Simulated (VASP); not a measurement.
# ZrNbGe2 (P6mm) in VASP: notebook

ZrNbGe2 is run at these levels: PBE; tasks: single point.

Program: VASP 6.6.1. These are calculated values, not measurements. Logs are shortened: lines on timing, memory, paths and dates and some standing lists are left out, and cuts for length are marked.

**1. The cell of the first run**

It takes space group P6mm (No. 183, hexagonal). Conventional cell: a = 3.709 Å, b = 3.709 Å, c = 6.759 Å, α = 90.00°, β = 90.00°, γ = 120.00°. Zr (site symmetry 6mm) has 6 Ge at 2.55 Å and 1 Nb at 3.20 Å within 3.4 Å. Within 4.0 Å of Nb (site symmetry 6mm) lie 6 Ge at 3.05 Å and 2 Zr at 3.20 to 3.56 Å and 6 Nb at 3.71 Å. Ge (site symmetry 3m) has 3 Ge at 2.14 Å and 3 Zr at 2.55 Å within 2.8 Å.

The cell was built from a structure type or drawn by symmetry, and may not be a known phase.

**2. Single point, PBE**

The input, INCAR:

```
SYSTEM = ZrNbGe2
  ALGO = Normal
  EDIFF = 1E-7
  ENCUT = 520
  GGA = PE
  ISIF = 2
  ISMEAR = 0
  LASPH = .True.
  LCHARG = .False.
  LREAL = .False.
  LWAVE = .False.
  NBANDS = 34
  NELM = 80
  PREC = Accurate
  SIGMA = 0.1
```

The input, KPOINTS:

```
k-points
0
Gamma
  6 6 4
  0 0 0
```

The input, POSCAR:

```
ZrNbGe2
1.0
    3.7086829800      0.0000000000      0.0000000000
   -1.8543414900      3.2118136800      0.0000000000
    0.0000000000      0.0000000000      6.7592779000
Zr Nb Ge
1 1 2
Direct
    0.0000000000      0.0000000000      0.1253528600
    0.0000000000      0.0000000000      0.5991017600
    0.3333333300      0.6666666700      0.9206256600
    0.6666666700      0.3333333300      0.9206256600
```

Potentials or basis: VASP PAW PBE potentials, release 64 (Zr_sv, Nb_sv, Ge_d).

The run is started by

```
$ cat potpaw_PBE.64/Zr_sv/POTCAR potpaw_PBE.64/Nb_sv/POTCAR potpaw_PBE.64/Ge_d/POTCAR > POTCAR
$ mpirun -np 1 vasp_std > vasp.out
```

OUTCAR:

```text
SYSTEM = ZrNbGe2
   EDIFF = 1E-7
   ENCUT = 520
   GGA = PE
   ISIF = 2
   ISMEAR = 0
   LASPH = .True.
   LREAL = .False.
   NELM = 80
   PREC = Accurate

 ion  position               nearest neighbor table
   1  0.000  0.000  0.125-   3 2.55   4 2.55   4 2.55   3 2.55   4 2.55   3 2.55   2 3.20
   2  0.000  0.000  0.599-   1 3.20
   3  0.333  0.667  0.921-   4 2.14   4 2.14   4 2.14   1 2.55   1 2.55   1 2.55
   4  0.667  0.333  0.921-   3 2.14   3 2.14   3 2.14   1 2.55   1 2.55   1 2.55

  LATTYP: Found a hexagonal cell.
 ALAT       =     3.7086829800
 C/A-ratio  =     1.8225547820

  Lattice vectors:

 A1 = (   3.7086829800,   0.0000000000,   0.0000000000)
 A2 = (  -1.8543414900,   3.2118136800,   0.0000000000)
 A3 = (   0.0000000000,   0.0000000000,   6.7592779000)

Analysis of symmetry for initial positions (statically):
=====================================================================
 Subroutine PRICEL returns:
 Original cell was already a primitive cell.

 Routine SETGRP: Setting up the symmetry group for a
 hexagonal supercell.

 Subroutine GETGRP returns: Found 12 space group operations
 (whereof 12 operations were pure point group operations)
 out of a pool of 24 trial point group operations.

The static configuration has the point symmetry C_6v.

Analysis of symmetry for dynamics (positions and initial velocities):
=====================================================================
 Subroutine PRICEL returns:
 Original cell was already a primitive cell.

 Routine SETGRP: Setting up the symmetry group for a
 hexagonal supercell.

 Subroutine GETGRP returns: Found 12 space group operations
 (whereof 12 operations were pure point group operations)
 out of a pool of 24 trial point group operations.

The dynamic configuration has the point symmetry C_6v.

 Subroutine INISYM returns: Found 12 space group operations
 (whereof 12 operations are pure point group operations),
 and found     1 'primitive' translations

----------------------------------------------------------------------------------------

                                     Primitive cell

  volume of cell :      80.5138

  direct lattice vectors                    reciprocal lattice vectors
     3.708682980  0.000000000  0.000000000     0.269637498  0.155675282  0.000000000
    -1.854341490  3.211813680  0.000000000     0.000000000  0.311350564  0.000000000
[... 85 lines left out ...]
   EDIFF  = 0.1E-06   stopping-criterion for ELM
   LREAL  =      F    real-space projection
   EDIFFG = 0.1E-05   stopping-criterion for IOM
   NSW    =      0    number of steps for IOM
   IBRION =     -1    ionic relax: 0-MD 1-quasi-New 2-CG
   NFREE  =      0    steps in history (QN), initial steepest desc. (CG)
   ISIF   =      2    stress and relaxation
   ISYM   =      2    0-nonsym 1-usesym 2-fastsym
   POTIM  = 0.5000    time-step for ionic-motion
   TEBEG  =    0.0;   TEEND  =   0.0 temperature during run
   PSTRESS=    0.0 pullay stress
   NELECT =      53.0000    total number of electrons
   NUPDOWN=      -1.0000    fix difference up-down
   EMIN   =  10.00;   EMAX   =-10.00  energy-range for DOS
   EFERMI =   0.00;   METHOD = LEGACY
   ISMEAR =     0;   SIGMA  =   0.10  broadening in eV -4-tet -1-fermi 0-gaus
   EFERMI_NEDOS =   21; number of points for ismear=-14 and -15
   IALGO  =     38    algorithm
   IMIX   =      4    mixing-type and parameters
     AMIX     =   0.40;   BMIX     =  1.00
     AMIX_MAG =   1.60;   BMIX_MAG =  1.00
  volume/ion in A,a.u.               =      20.13       135.83
  Fermi-wavevector in a.u.,A,eV,Ry     =   1.424109  2.691176 27.593804  2.028087
  Thomas-Fermi vector in A             =   2.544635
   LORBIT       =      0    0 simple, 1 ext, 2 COOP (PROOUT), +10 PAW based schemes
   GGA     = PE    functional components
   LHFCALC =     F    Hartree Fock is set to
   AEXX    =    0.0000 exact exchange contribution
   IVDW    =     0    specifies the selected vdW correction
   LEPSILON=     F    determine dielectric tensor
   LRPA    =     F    only Hartree local field effects (RPA)
 non-spin polarized calculation
 Gauss-broadening in eV      SIGMA  =   0.10
  energy-cutoff  :      520.00
  volume of cell :       80.51
 maximum number of plane-waves:      2186
 NGX is ok and might be reduce to    28
   NGX = 13   NGY = 13   NGZ = 25

 number of electron      52.9999977 magnetization

 Free energy of the ion-electron system (eV)
  ---------------------------------------------------
  ext. energy  EPLUGINS =         0.00000000
  ---------------------------------------------------
  free energy    TOTEN  =       -21.72375934 eV

  energy without entropy =      -21.69623179  energy(sigma->0) =      -21.70999557

 E-fermi :   8.5413     XC(G=0): -11.1121

 val. band max:        8.4659616022   @ k =   0.3333   0.1667   0.5000
 cond. band min:       8.5513826292   @ k =   0.1667  -0.0000   0.5000
 fundamental gap:      0.0854210270
 Fermi energy:         8.5413232434

 k-point     1 :       0.0000    0.0000    0.0000
  band No.  band energies     occupation
      1     -47.2263      2.00000
      2     -40.4699      2.00000
      3     -23.2246      2.00000
      4     -23.1885      2.00000
      5     -23.1885      2.00000
      6     -18.7854      2.00000
[... 766 lines left out ...]
     33      12.1788      0.00000
     34      12.1788      0.00000

------------------------ aborting loop because EDIFF is reached ----------------------------------------

  FORCE on cell =-STRESS in cart. coord.  units (eV):
  Direction    XX          YY          ZZ          XY          YZ          ZX
  --------------------------------------------------------------------------------------
  -------------------------------------------------------------------------------------
  Total       19.7030824     19.7030825     -1.5991500      0.0000000     -0.0000000     -0.0000000
  in kB      392.0797384    392.0797396    -31.8221435      0.0000000     -0.0000000     -0.0000000
  external PRESSURE =     250.7791115 kB  Pullay stress =       0.0000000 kB

 VOLUME and BASIS-vectors are now :
 -----------------------------------------------------------------------------
  energy-cutoff  :      520.00
  volume of cell :       80.51
      direct lattice vectors                 reciprocal lattice vectors
     3.708682980  0.000000000  0.000000000     0.269637498  0.155675282  0.000000000
    -1.854341490  3.211813680  0.000000000     0.000000000  0.311350564  0.000000000
     0.000000000  0.000000000  6.759277900     0.000000000  0.000000000  0.147944797

 POSITION                                       TOTAL-FORCE (eV/Angst)
 -----------------------------------------------------------------------------------
      0.00000      0.00000      0.84729         0.000000      0.000000      6.166972
      0.00000      0.00000      4.04950         0.000000      0.000000      1.404312
     -0.00000      2.14121      6.22276         0.000000      0.000000     -3.785642
      1.85434      1.07060      6.22276        -0.000000     -0.000000     -3.785642
 -----------------------------------------------------------------------------------
    total drift:                                0.000000      0.000000     -0.000018

  FREE ENERGIE OF THE ION-ELECTRON SYSTEM (eV)
  ---------------------------------------------------
  free  energy   TOTEN  =       -21.7237593423 eV

  energy  without entropy=      -21.6962317882  energy(sigma->0) =      -21.70999557
```

OSZICAR:

```text
N       E                     dE             d eps       ncg     rms          rms(c)
DAV:   1     0.651673386561E+03    0.65167E+03   -0.26042E+04  1796   0.362E+03
DAV:   2     0.855065435843E+02   -0.56617E+03   -0.54870E+03  1452   0.887E+02
DAV:   3    -0.151074453699E+02   -0.10061E+03   -0.98907E+02  1912   0.239E+02
DAV:   4    -0.251389035769E+02   -0.10031E+02   -0.99208E+01  2312   0.724E+01
DAV:   5    -0.255941842454E+02   -0.45528E+00   -0.45374E+00  2288   0.135E+01    0.226E+01
DAV:   6    -0.285231328289E+02   -0.29289E+01   -0.96574E+01  2392   0.383E+01    0.144E+01
DAV:   7    -0.221434412518E+02    0.63797E+01   -0.58324E+01  2404   0.273E+01    0.855E+00
DAV:   8    -0.217734960550E+02    0.36995E+00   -0.39932E+00  1972   0.118E+01    0.286E+00
DAV:   9    -0.217230746548E+02    0.50421E-01   -0.46687E-01  2320   0.577E+00    0.735E-01
DAV:  10    -0.217240790138E+02   -0.10044E-02   -0.30896E-02  1998   0.123E+00    0.456E-01
DAV:  11    -0.217239692097E+02    0.10980E-03   -0.11146E-02  2136   0.967E-01    0.231E-01
DAV:  12    -0.217237860089E+02    0.18320E-03   -0.20419E-03  1984   0.408E-01    0.564E-02
DAV:  13    -0.217237581045E+02    0.27904E-04   -0.23944E-04  1902   0.108E-01    0.290E-02
DAV:  14    -0.217237605944E+02   -0.24899E-05   -0.57730E-05  2518   0.477E-02    0.869E-03
DAV:  15    -0.217237592535E+02    0.13409E-05   -0.10223E-05  2054   0.243E-02    0.395E-03
DAV:  16    -0.217237591295E+02    0.12396E-06   -0.13876E-06  1796   0.629E-03    0.139E-03
DAV:  17    -0.217237593328E+02   -0.20326E-06   -0.75096E-08  1024   0.363E-03    0.464E-04
DAV:  18    -0.217237593423E+02   -0.94878E-08   -0.47440E-08   908   0.223E-03
   1 F= -.21723759E+02 E0= -.21709996E+02  d E =-.275276E-01
```

It took 1.9 min on 1 thread of Intel Xeon 8259CL, shared host; peak memory 0.22 GiB.

What came out:

```yaml
Free_energy: -21.7238 eV
Pressure: 25.1 GPa
Largest_force: 6.167 eV/Å
Band_gap_on_the_k_mesh: zero (an odd number of electrons rules out a gap without spin polarisation)
```

Forces on the atoms (eV/Å):
```
Zr   0.000  0.000  6.167
Nb   0.000  0.000  1.404
Ge   0.000  0.000 -3.786
Ge   0.000  0.000 -3.786
```

Stress tensor (GPa, compression positive):
```
39.21  0.00  0.00
 0.00 39.21  0.00
 0.00  0.00 -3.18
```

Levels at points of the mesh, in eV from the Fermi level:
```tsv
k point	band 23	band 24	band 25	band 26	band 27	band 28	band 29	band 30
(0.00, 0.00, 0.00)	-2.94	-1.60	-1.50	-1.50	-0.47	-0.26	-0.26	1.23
(0.50, 0.00, 0.00)	-3.82	-2.46	-0.95	-0.36	0.56	1.39	1.41	1.50
(0.00, 0.00, 0.50)	-2.44	-1.26	-1.26	-1.07	-0.46	-0.37	-0.37	0.60
(0.50, 0.00, 0.50)	-3.83	-2.36	-1.08	-0.11	0.15	1.36	1.45	1.71
```

Caveat: the cell stands under pressure; forces of over 1 eV/Å act on the atoms, so gaps and moduli don't describe the material at rest.

**3. Single point, PBE**

This run uses another cell than the first one, of 24.05 Å³/atom.

The input, INCAR:

```
SYSTEM = ZrNbGe2
PREC = Accurate ; ENCUT = 520
EDIFF = 1E-7 ; ISMEAR = 0
SIGMA = 0.1 ; LREAL = .FALSE.
LASPH = .TRUE. ; NELM = 60
ALGO = Normal ; ISIF = 2
LWAVE = .FALSE. ; LCHARG = .FALSE.
GGA = PE ; NBANDS = 34
```

The input, KPOINTS:

```
Automatic mesh
0
G
  6 6 4
  0 0 0
```

The input, POSCAR:

```
ZrNbGe2
1.0
    4.4469129475      0.0000000000      0.0000000000
   -2.2234564737      3.8511395809      0.0000000000
    0.0000000000      0.0000000000      5.6161353244
Zr Nb Ge
1 1 2
Direct
    0.0000000000      0.0000000000      0.1314263851
    0.0000000000      0.0000000000      0.6814416534
    0.3333333333      0.6666666667      0.8764189508
    0.6666666667      0.3333333333      0.8764189508
```

Potentials or basis: VASP PAW PBE potentials, release 64 (Zr_sv, Nb_sv, Ge_d).

The run is started by

```
$ cat potpaw_PBE.64/Zr_sv/POTCAR potpaw_PBE.64/Nb_sv/POTCAR potpaw_PBE.64/Ge_d/POTCAR > POTCAR
$ mpirun -np 1 vasp_std > vasp.out
```

OUTCAR:

```text
SYSTEM = ZrNbGe2
   PREC = Accurate
   ENCUT = 520
   EDIFF = 1E-7
   ISMEAR = 0
   LREAL = .FALSE.
   LASPH = .TRUE.
   NELM = 60
   ISIF = 2
   GGA = PE

 ion  position               nearest neighbor table
   1  0.000  0.000  0.131-   2 2.53   3 2.94   4 2.94   3 2.94   4 2.94   4 2.94   3 2.94   2 3.09

   2  0.000  0.000  0.681-   1 2.53   3 2.79   4 2.79   3 2.79   4 2.79   4 2.79   3 2.79   1 3.09

   3  0.333  0.667  0.876-   4 2.57   4 2.57   4 2.57   2 2.79   2 2.79   2 2.79   1 2.94   1 2.94
                             1 2.94
   4  0.667  0.333  0.876-   3 2.57   3 2.57   3 2.57   2 2.79   2 2.79   2 2.79   1 2.94   1 2.94
                             1 2.94

  LATTYP: Found a hexagonal cell.
 ALAT       =     4.4469129475
 C/A-ratio  =     1.2629290006

  Lattice vectors:

 A1 = (   4.4469129475,   0.0000000000,   0.0000000000)
 A2 = (  -2.2234564737,   3.8511395809,   0.0000000000)
 A3 = (   0.0000000000,   0.0000000000,   5.6161353244)

Analysis of symmetry for initial positions (statically):
=====================================================================
[... 170 lines left out ...]

  energy without entropy =      -25.92537931  energy(sigma->0) =      -25.93220926

 E-fermi :   6.3759     XC(G=0): -10.1457

 val. band max:        6.3579646718   @ k =   0.3333   0.0000   0.2500
 cond. band min:       6.4486745348   @ k =   0.3333   0.3333   0.5000
 fundamental gap:      0.0907098630
 Fermi energy:         6.3758731988

 k-point     1 :       0.0000    0.0000    0.0000
  band No.  band energies     occupation
      1     -48.4696      2.00000
      2     -42.8216      2.00000
      3     -24.8359      2.00000
      4     -24.5782      2.00000
      5     -24.5782      2.00000
      6     -20.8779      2.00000
[... 766 lines left out ...]
     33       9.2354      0.00000
     34       9.2354      0.00000

------------------------ aborting loop because EDIFF is reached ----------------------------------------

  FORCE on cell =-STRESS in cart. coord.  units (eV):
  Direction    XX          YY          ZZ          XY          YZ          ZX
  --------------------------------------------------------------------------------------
  -------------------------------------------------------------------------------------
  Total        0.0157410      0.0157410     -0.0082248      0.0000000     -0.0000000     -0.0000000
  in kB        0.2622156      0.2622156     -0.1370093      0.0000000     -0.0000000     -0.0000000
  external PRESSURE =       0.1291406 kB  Pullay stress =       0.0000000 kB

 VOLUME and BASIS-vectors are now :
 -----------------------------------------------------------------------------
  energy-cutoff  :      520.00
  volume of cell :       96.18
      direct lattice vectors                 reciprocal lattice vectors
     4.446912948  0.000000000  0.000000000     0.224875101  0.129831700  0.000000000
    -2.223456474  3.851139581  0.000000000     0.000000000  0.259663401  0.000000000
     0.000000000  0.000000000  5.616135324     0.000000000  0.000000000  0.178058388

 POSITION                                       TOTAL-FORCE (eV/Angst)
 -----------------------------------------------------------------------------------
      0.00000      0.00000      0.73811         0.000000     -0.000000      0.020992
      0.00000      0.00000      3.82707        -0.000000     -0.000000      0.003541
     -0.00000      2.56743      4.92209         0.000000     -0.000000     -0.012267
      2.22346      1.28371      4.92209        -0.000000      0.000000     -0.012267
 -----------------------------------------------------------------------------------
    total drift:                               -0.000000     -0.000001     -0.001934

  FREE ENERGIE OF THE ION-ELECTRON SYSTEM (eV)
  ---------------------------------------------------
  free  energy   TOTEN  =       -25.9390391984 eV

  energy  without entropy=      -25.9253793148  energy(sigma->0) =      -25.93220926
```

Run time: 2.1 min. Hardware: 1 thread of Intel Xeon 8259CL, shared host; peak memory 0.26 GiB.

What came out:

```yaml
Free_energy: -25.9390 eV
Pressure: 0.0 GPa
Largest_force: 0.021 eV/Å
Band_gap_on_the_k_mesh: zero (an odd number of electrons rules out a gap without spin polarisation)
```

Forces on the atoms (eV/Å):
```
Zr   0.000  0.000  0.021
Nb   0.000  0.000  0.004
Ge   0.000  0.000 -0.012
Ge   0.000  0.000 -0.012
```
